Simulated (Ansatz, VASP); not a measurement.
Sn in VASP and in Ansatz

The input INCAR:

```
  ALGO = Normal
  EDIFF = 1E-6
  ENCUT = 520
  GGA = PE
  ISIF = 2
  ISMEAR = -1
  LASPH = T
  LCHARG = F
  LREAL = F
  LWAVE = F
  NBANDS = 21
  NELM = 80
  PREC = Accurate
  SIGMA = 0.02
```

KPOINTS

```
k-points
0
Gamma
  6 6 6
```

File POSCAR:

```
Sn
1.0
    0.0000000000      3.3944203367      3.3944203367
    3.3944203367      0.0000000000      3.3944203367
    3.3944203367      3.3944203367      0.0000000000
Sn
2
Direct
    0.0000000000      0.0000000000      0.0000000000
    0.2500000000      0.2500000000      0.2500000000
```

Input for Ansatz:

```yaml
crystal:
  lattice:
    - [0.0, 3.3944203367, 3.3944203367]
    - [3.3944203367, 0.0, 3.3944203367]
    - [3.3944203367, 3.3944203367, 0.0]
  atoms:
    - { symbol: Sn, position: [0.0, 0.0, 0.0] }
    - { symbol: Sn, position: [0.25, 0.25, 0.25] }
kpoints:
  mp_grid: { grid: [6, 6, 6] }
hamiltonian:
  xc: pbe
scf:
  occupations: { method: fermi_dirac, width: 0.02 }
  n_extra_bands: 4
output:
  forces: true
  stress: true
  eigenvalues: true
```

Alike in both runs: task single point; functional PBE; k mesh 6 × 6 × 6; occupations fermi-dirac, width 0.02 eV; no spin polarisation.

|  | VASP | Ansatz |
| --- | --- | --- |
| version | VASP 6.6.1 | Ansatz 0.2.0 |
| potentials or method | VASP PAW PBE potentials, release 64 (Sn_d) | plane waves, PAW |
| plane-wave cutoff (eV) | 520 | 420 |
| valence electrons in the cell | 28 | 28 |

|  | VASP | Ansatz | Ansatz less VASP |
| --- | --- | --- | --- |
| pressure (GPa) | -1.9 | -1.8 | +0.05 |
